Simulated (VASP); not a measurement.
# GaN (P6_3mc) in VASP: a series of runs, part 2 of 3

VASP 6.6.1.

### 4 Single point, r2SCAN

This run uses another cell than the first one, of 10.68 Å³/atom.

POSCAR reads:

```
GaN
1.0
    3.0557730310      0.0000000000      0.0000000000
   -1.5278865155      2.6463770731      0.0000000000
    0.0000000000      0.0000000000      5.2840008476
Ga N
2 2
Direct
    0.6666666667      0.3333333333      0.5044806400
    0.3333333333      0.6666666667      1.0044806400
    0.6666666667      0.3333333333      0.8705193600
    0.3333333333      0.6666666667      0.3705193600
```

INCAR.step1 reads:

```
  PREC = Accurate
  ENCUT = 520
  ISMEAR = 0
  SIGMA = 0.02
  LREAL = F
  LASPH = T
  NELM = 60
  NBANDS = 26
  GGA = PE
  ALGO = Normal
  EDIFF = 1E-4
  LWAVE = T
  LCHARG = F
```

INCAR.step2 reads:

```
  PREC = Accurate
  ENCUT = 520
  EDIFF = 1E-7
  ISMEAR = 0
  SIGMA = 0.02
  LREAL = F
  LASPH = T
  NELM = 60
  ALGO = Normal
  ISIF = 2
  LWAVE = F
  LCHARG = F
  METAGGA = R2SCAN
  LMIXTAU = T
  NBANDS = 26
  ISTART = 1
```

KPOINTS reads:

```
Automatic mesh
0
Gamma
  12 12 6
```

Potentials or basis: VASP PAW PBE potentials, release 64 (Ga_d, N).

On the command line:

```sh
> cat potpaw_PBE.64/Ga_d/POTCAR potpaw_PBE.64/N/POTCAR > POTCAR
> cp INCAR.step1 INCAR
> mpirun -np 1 vasp_std > vasp.out
> cp INCAR.step2 INCAR
> mpirun -np 1 vasp_std > vasp.out
```

OUTCAR:

```text
PREC = Accurate
   ENCUT = 520
   EDIFF = 1E-7
   ISMEAR = 0
   LREAL = F
   LASPH = T
   NELM = 60
   ISIF = 2
   METAGGA = R2SCAN
   ISTART = 1

 ion  position               nearest neighbor table
   1  0.667  0.333  0.504-   4 1.90   4 1.90   4 1.90   3 1.93
   2  0.333  0.667  0.004-   3 1.90   3 1.90   3 1.90   4 1.93
   3  0.667  0.333  0.871-   2 1.90   2 1.90   2 1.90   1 1.93
   4  0.333  0.667  0.371-   1 1.90   1 1.90   1 1.90   2 1.93

  LATTYP: Found a hexagonal cell.
 ALAT       =     3.0557730310
 C/A-ratio  =     1.7291862956

  Lattice vectors:

 A1 = (   3.0557730310,   0.0000000000,   0.0000000000)
 A2 = (  -1.5278865155,   2.6463770731,   0.0000000000)
 A3 = (   0.0000000000,   0.0000000000,   5.2840008476)

Analysis of symmetry for initial positions (statically):
=====================================================================
 Subroutine PRICEL returns:
 Original cell was already a primitive cell.

 Routine SETGRP: Setting up the symmetry group for a
 hexagonal supercell.

 Subroutine GETGRP returns: Found 12 space group operations
 (whereof  6 operations were pure point group operations)
 out of a pool of 24 trial point group operations.

The static configuration has the point symmetry C_3v.
 The point group associated with its full space group is C_6v.

Analysis of symmetry for dynamics (positions and initial velocities):
=====================================================================
 Subroutine PRICEL returns:
 Original cell was already a primitive cell.

 Routine SETGRP: Setting up the symmetry group for a
 hexagonal supercell.

 Subroutine GETGRP returns: Found 12 space group operations
 (whereof  6 operations were pure point group operations)
 out of a pool of 24 trial point group operations.

The dynamic configuration has the point symmetry C_3v.
 The point group associated with its full space group is C_6v.

 Subroutine INISYM returns: Found 12 space group operations
 (whereof  6 operations are pure point group operations),
 and found     1 'primitive' translations

----------------------------------------------------------------------------------------

                                     Primitive cell

  volume of cell :      42.7303

  direct lattice vectors                    reciprocal lattice vectors
     3.055773031  0.000000000  0.000000000     0.327249436  0.188937550  0.000000000
    -1.527886516  2.646377073  0.000000000     0.000000000  0.377875100  0.000000000
     0.000000000  0.000000000  5.284000848     0.000000000  0.000000000  0.189250537

  length of vectors
     3.055773031  3.055773031  5.284000848     0.377875100  0.377875100  0.189250537

  position of ions in fractional coordinates (direct lattice)
     0.666666667  0.333333333  0.504480640
     0.333333333  0.666666667  0.004480640
     0.666666667  0.333333333  0.870519360
     0.333333333  0.666666667  0.370519360

  ion indices of the primitive-cell ions
   primitive index   ion index
                 1           1
                 2           2
                 3           3
                 4           4

----------------------------------------------------------------------------------------
[... 22 lines left out ...]

 Found     76 irreducible k-points:

 Following reciprocal coordinates:
            Coordinates               Weight
  0.000000  0.000000  0.000000      1.000000
  0.083333  0.000000  0.000000      6.000000
  0.166667  0.000000  0.000000      6.000000
  0.250000  0.000000  0.000000      6.000000
  0.333333  0.000000  0.000000      6.000000
  0.416667  0.000000  0.000000      6.000000
[... 16 lines left out ...]
  0.250000  0.000000  0.166667     12.000000
  0.333333  0.000000  0.166667     12.000000
 [... further k-points ...]
   k-points           NKPTS =     76   k-points in BZ     NKDIM =     76   number of bands    NBANDS=     26
   number of dos      NEDOS =    301   number of ions     NIONS =      4
   total plane-waves  NPLWV =  23040
   dimension x,y,z NGX =    24 NGY =   24 NGZ =   40
   dimension x,y,z NGXF=    48 NGYF=   48 NGZF=   80
   ions per type =               2   2
   NGX,Y,Z   is equivalent  to a cutoff of  13.06, 13.06, 12.58 a.u.
   NGXF,Y,Z  is equivalent  to a cutoff of  26.11, 26.11, 25.17 a.u.
 SYSTEM =  unknown system
   PREC   = accura    normal or accurate (medium, high low for compatibility)
   ISTART =      1    job   : 0-new  1-cont  2-samecut
   ICHARG =      0    charge: 1-file 2-atom 10-const
   ISPIN  =      1    spin polarized calculation?
   LNONCOLLINEAR =      F non collinear calculations
   LSORBIT =      F    spin-orbit coupling
   LASPH  =      T    aspherical Exc in radial PAW
   ENCUT  =  520.0 eV  38.22 Ry    6.18 a.u.   5.68  5.68  9.82*2*pi/ulx,y,z
   NELM   =     60;   NELMIN=  2; NELMDL=  0     # of ELM steps
   EDIFF  = 0.1E-06   stopping-criterion for ELM
   LREAL  =      F    real-space projection
   EDIFFG = 0.1E-05   stopping-criterion for IOM
   NSW    =      0    number of steps for IOM
   IBRION =     -1    ionic relax: 0-MD 1-quasi-New 2-CG
   NFREE  =      0    steps in history (QN), initial steepest desc. (CG)
   ISIF   =      2    stress and relaxation
   ISYM   =      2    0-nonsym 1-usesym 2-fastsym
   POTIM  = 0.5000    time-step for ionic-motion
   TEBEG  =    0.0;   TEEND  =   0.0 temperature during run
   PSTRESS=    0.0 pullay stress
   NELECT =      36.0000    total number of electrons
   NUPDOWN=      -1.0000    fix difference up-down
   EMIN   =  10.00;   EMAX   =-10.00  energy-range for DOS
   EFERMI =   0.00;   METHOD = LEGACY
   ISMEAR =     0;   SIGMA  =   0.02  broadening in eV -4-tet -1-fermi 0-gaus
   EFERMI_NEDOS =   21; number of points for ismear=-14 and -15
   IALGO  =     38    algorithm
   IMIX   =      4    mixing-type and parameters
     AMIX     =   0.40;   BMIX     =  1.00
     AMIX_MAG =   1.60;   BMIX_MAG =  1.00
  volume/ion in A,a.u.               =      10.68        72.09
  Fermi-wavevector in a.u.,A,eV,Ry     =   1.546193  2.921882 32.527632  2.390713
  Thomas-Fermi vector in A             =   2.651464
   LORBIT       =      0    0 simple, 1 ext, 2 COOP (PROOUT), +10 PAW based schemes
   METAGGA = R2SCAN    functional components
   LHFCALC =     F    Hartree Fock is set to
   AEXX    =    0.0000 exact exchange contribution
   IVDW    =     0    specifies the selected vdW correction
   LEPSILON=     F    determine dielectric tensor
   LRPA    =     F    only Hartree local field effects (RPA)
 non-spin polarized calculation
 Gauss-broadening in eV      SIGMA  =   0.02
  energy-cutoff  :      520.00
  volume of cell :       42.73
 maximum number of plane-waves:      1184
 NGX is ok and might be reduce to    24
   NGX = 11   NGY = 11   NGZ = 19

 number of electron      35.9999987 magnetization

 Free energy of the ion-electron system (eV)
  ---------------------------------------------------
  ext. energy  EPLUGINS =         0.00000000
  ---------------------------------------------------
  free energy    TOTEN  =       -43.57653087 eV

  energy without entropy =      -43.57653087  energy(sigma->0) =      -43.57653087

 E-fermi :   6.0687     XC(G=0): -13.0451

 val. band max:        5.9660362697   @ k =   0.0000   0.0000   0.0000
 cond. band min:       8.3705357067   @ k =   0.0000   0.0000   0.0000
 fundamental gap:      2.4044994370
 Fermi energy:         6.0686875386

 k-point     1 :       0.0000    0.0000    0.0000
  band No.  band energies     occupation
      1     -11.5589      2.00000
      2     -10.4172      2.00000
      3      -8.1275      2.00000
      4      -8.0854      2.00000
      5      -8.0854      2.00000
      6      -8.0132      2.00000
[... 685 lines left out ...]
     25      18.3381      0.00000
     26      20.2308      0.00000

 [... further k-points ...]

------------------------ aborting loop because EDIFF is reached ----------------------------------------

  FORCE on cell =-STRESS in cart. coord.  units (eV):
  Direction    XX          YY          ZZ          XY          YZ          ZX
  --------------------------------------------------------------------------------------
  -------------------------------------------------------------------------------------
  Total        5.8929021      5.8929021      0.3121926      0.0000000      0.0000000     -0.0000000
  in kB      220.9551417    220.9551417     11.7057020      0.0000000      0.0000000     -0.0000000
  external PRESSURE =     151.2053285 kB  Pullay stress =       0.0000000 kB

 VOLUME and BASIS-vectors are now :
 -----------------------------------------------------------------------------
  energy-cutoff  :      520.00
  volume of cell :       42.73
      direct lattice vectors                 reciprocal lattice vectors
     3.055773031  0.000000000  0.000000000     0.327249436  0.188937550  0.000000000
    -1.527886516  2.646377073  0.000000000     0.000000000  0.377875100  0.000000000
     0.000000000  0.000000000  5.284000848     0.000000000  0.000000000  0.189250537

 POSITION                                       TOTAL-FORCE (eV/Angst)
 -----------------------------------------------------------------------------------
      1.52789      0.88213      2.66568         0.000000     -0.000000      0.019297
     -0.00000      1.76425      0.02368        -0.000000      0.000000      0.019297
      1.52789      0.88213      4.59983         0.000000     -0.000000     -0.019297
     -0.00000      1.76425      1.95782         0.000000      0.000000     -0.019297
 -----------------------------------------------------------------------------------
    total drift:                                0.000002      0.000004      0.017873

  FREE ENERGIE OF THE ION-ELECTRON SYSTEM (eV)
  ---------------------------------------------------
  free  energy   TOTEN  =       -43.5765308653 eV

  energy  without entropy=      -43.5765308653  energy(sigma->0) =      -43.57653087
```

Run time: 3.3 min. Hardware: 1 thread of Intel Xeon Platinum 8488C (Sapphire Rapids), shared host; peak memory 0.21 GiB.

What came out:

```
Free energy            : -43.5765 eV
Pressure               : 15.1 GPa
Largest force          : 0.019 eV/Å
Band gap on the k mesh : 2.40 eV
```

Forces on the atoms (eV/Å):
```
Ga   0.000  0.000  0.019
Ga   0.000  0.000  0.019
N    0.000  0.000 -0.019
N    0.000  0.000 -0.019
```

Stress tensor (GPa, compression positive):
```
22.10  0.00  0.00
 0.00 22.10  0.00
 0.00  0.00  1.17
```

Levels at points of the mesh, in eV from the valence-band top:
| k point | band 14 | band 15 | band 16 | band 17 | band 18 | band 19 | band 20 | band 21 | band 22 | band 23 |
| --- | --- | --- | --- | --- | --- | --- | --- | --- | --- | --- |
| (0.00, 0.00, 0.00) | -0.99 | -0.99 | -0.51 | 0.00 | 0.00 | 2.40 | 5.80 | 9.69 | 10.84 | 11.42 |
| (0.50, 0.00, 0.00) | -5.89 | -4.83 | -2.90 | -2.74 | -1.16 | 5.91 | 6.05 | 6.44 | 9.46 | 11.07 |
| (0.00, 0.00, 0.50) | -4.66 | -0.51 | -0.51 | -0.51 | -0.51 | 5.22 | 5.22 | 9.17 | 9.17 | 11.94 |
| (0.50, 0.00, 0.50) | -7.17 | -2.57 | -2.57 | -2.10 | -2.10 | 4.69 | 4.69 | 8.70 | 8.70 | 10.91 |

Caveat: the cell stands under pressure; the PAW data sets were made with another functional, which shifts forces and pressure a little.

### 5 Single point, r2SCAN (biaxial strain in the a-b plane: -4.0 %)

POSCAR reads:

```
GaN
1.0
    3.0557730310      0.0000000000      0.0000000000
   -1.5278865155      2.6463770731      0.0000000000
    0.0000000000      0.0000000000      5.3079889185
Ga N
2 2
Direct
    0.6666666667      0.3333333333      0.5016746301
    0.3333333333      0.6666666667      1.0016746301
    0.6666666667      0.3333333333      0.8733253699
    0.3333333333      0.6666666667      0.3733253699
```

INCAR.step1 reads:

```
PREC     = Accurate       # precision mode
ENCUT    = 520            # plane-wave cutoff, eV
ISMEAR   = 0              # smearing method
SIGMA    = 0.02           # smearing width, eV
LREAL    = False          # projectors in reciprocal space
LASPH    = True           # aspherical terms in the spheres
NELM     = 100            # most SCF steps
NBANDS   = 26             # bands
GGA      = PE             # functional
ALGO     = Normal         # electronic algorithm
EDIFF    = 1E-4           # SCF threshold, eV
LWAVE    = True           # write WAVECAR
LCHARG   = False          # write CHGCAR
```

INCAR.step2 reads:

```
PREC     = Accurate       # precision mode
ENCUT    = 520            # plane-wave cutoff, eV
EDIFF    = 1E-7           # SCF threshold, eV
ISMEAR   = 0              # smearing method
SIGMA    = 0.02           # smearing width, eV
LREAL    = False          # projectors in reciprocal space
LASPH    = True           # aspherical terms in the spheres
NELM     = 100            # most SCF steps
ALGO     = Normal         # electronic algorithm
ISIF     = 2              # what is computed and relaxed
LWAVE    = False          # write WAVECAR
LCHARG   = True           # write CHGCAR
METAGGA  = R2SCAN         # meta-GGA
LMIXTAU  = True         
LELF     = True           # ELF
LVHAR    = True         
NBANDS   = 26             # bands
ISTART   = 1
```

KPOINTS is that of step 4.

Potentials or basis: VASP PAW PBE potentials, release 64 (Ga_d, N).

On the command line:

```sh
> cat potpaw_PBE.64/Ga_d/POTCAR potpaw_PBE.64/N/POTCAR > POTCAR
> cp INCAR.step1 INCAR
> mpirun -np 1 vasp_std > vasp.out
> cp INCAR.step2 INCAR
> mpirun -np 1 vasp_std > vasp.out
```

OUTCAR:

```text
PREC = Accurate
   ENCUT = 520
   EDIFF = 1E-7
   ISMEAR = 0
   LREAL = False
   LASPH = True
   NELM = 100
   ISIF = 2
   METAGGA = R2SCAN
   ISTART = 1

 ion  position               nearest neighbor table
   1  0.667  0.333  0.502-   4 1.89   4 1.89   4 1.89   3 1.97
   2  0.333  0.667  0.002-   3 1.89   3 1.89   3 1.89   4 1.97
   3  0.667  0.333  0.873-   2 1.89   2 1.89   2 1.89   1 1.97
   4  0.333  0.667  0.373-   1 1.89   1 1.89   1 1.89   2 1.97

  LATTYP: Found a hexagonal cell.
[... 897 lines left out ...]
  FORCE on cell =-STRESS in cart. coord.  units (eV):
  Direction    XX          YY          ZZ          XY          YZ          ZX
  --------------------------------------------------------------------------------------
  -------------------------------------------------------------------------------------
  Total        6.3198150      6.3198150     -0.7892989      0.0000000      0.0000000      0.0000000
  in kB      235.8914090    235.8914091    -29.4611194      0.0000000      0.0000000      0.0000000
  external PRESSURE =     147.4405662 kB  Pullay stress =       0.0000000 kB

 VOLUME and BASIS-vectors are now :
 -----------------------------------------------------------------------------
  energy-cutoff  :      520.00
  volume of cell :       42.92
      direct lattice vectors                 reciprocal lattice vectors
     3.055773031  0.000000000  0.000000000     0.327249436  0.188937550  0.000000000
    -1.527886516  2.646377073  0.000000000     0.000000000  0.377875100  0.000000000
     0.000000000  0.000000000  5.307988919     0.000000000  0.000000000  0.188395269

 POSITION                                       TOTAL-FORCE (eV/Angst)
 -----------------------------------------------------------------------------------
      1.52789      0.88213      2.66288         0.000000      0.000000      0.449879
     -0.00000      1.76425      0.00889        -0.000000     -0.000000      0.449879
      1.52789      0.88213      4.63560        -0.000000     -0.000000     -0.449879
     -0.00000      1.76425      1.98161        -0.000000     -0.000000     -0.449879
 -----------------------------------------------------------------------------------
    total drift:                                0.000002      0.000003     -0.005403

  FREE ENERGIE OF THE ION-ELECTRON SYSTEM (eV)
  ---------------------------------------------------
  free  energy   TOTEN  =       -43.5611628272 eV

  energy  without entropy=      -43.5611628272  energy(sigma->0) =      -43.56116283
```

OUTCAR.step1:

```text
PREC = Accurate
   ENCUT = 520
   ISMEAR = 0
   LREAL = False
   LASPH = True
[... 927 lines left out ...]
      1.52789      0.88213      2.66288        -0.000000      0.000000      0.462894
     -0.00000      1.76425      0.00889         0.000000      0.000000      0.462894
      1.52789      0.88213      4.63560        -0.000000      0.000000     -0.462894
     -0.00000      1.76425      1.98161        -0.000000      0.000000     -0.462894
 -----------------------------------------------------------------------------------
    total drift:                                0.000000      0.000000      0.000964

  FREE ENERGIE OF THE ION-ELECTRON SYSTEM (eV)
  ---------------------------------------------------
  free  energy   TOTEN  =       -23.9652142922 eV

  energy  without entropy=      -23.9652142922  energy(sigma->0) =      -23.96521429
```

OSZICAR.step1:

```text
N       E                     dE             d eps       ncg     rms          rms(c)
DAV:   1     0.277978384677E+03    0.27798E+03   -0.17677E+04  4386   0.263E+03
DAV:   2     0.679030095874E+01   -0.27119E+03   -0.25659E+03  4304   0.490E+02
DAV:   3    -0.271093885354E+02   -0.33900E+02   -0.33446E+02  4708   0.142E+02
DAV:   4    -0.281969775633E+02   -0.10876E+01   -0.10836E+01  4618   0.273E+01
DAV:   5    -0.282192714707E+02   -0.22294E-01   -0.22266E-01  4842   0.379E+00    0.113E+01
DAV:   6    -0.238749773054E+02    0.43443E+01   -0.10176E+01  6508   0.520E+01    0.309E+00
DAV:   7    -0.239845656328E+02   -0.10959E+00   -0.16177E+00  4198   0.931E+00    0.279E+00
DAV:   8    -0.239775335763E+02    0.70321E-02   -0.13340E-01  6130   0.556E+00    0.661E-01
DAV:   9    -0.239646636814E+02    0.12870E-01   -0.50420E-02  6464   0.399E+00    0.284E-01
DAV:  10    -0.239652856265E+02   -0.62195E-03   -0.32863E-03  4346   0.490E-01    0.791E-02
DAV:  11    -0.239652142922E+02    0.71334E-04   -0.61856E-04  4960   0.449E-01
   1 F= -.23965214E+02 E0= -.23965214E+02  d E =-.759484E-16
```

Run time: 3 min. Hardware: 1 thread of Intel Xeon Platinum 8488C (Sapphire Rapids), shared host; peak memory 0.21 GiB.

Results:

- Free energy: -43.5612 eV
- Pressure: 14.7 GPa
- Largest force: 0.450 eV/Å
- Band gap on the k mesh: 2.39 eV

Forces on the atoms (eV/Å):
```
Ga   0.000  0.000  0.450
Ga   0.000  0.000  0.450
N    0.000  0.000 -0.450
N    0.000  0.000 -0.450
```

Stress tensor (GPa, compression positive):
```
23.59  0.00  0.00
 0.00 23.59  0.00
 0.00  0.00 -2.95
```

Caveat: the cell differs from its parent crystal (biaxial strain in the a-b plane: -4.0 %); the cell stands under pressure; the PAW data sets were made with another functional, which shifts forces and pressure a little.

(Continued in part 3 of 3.)
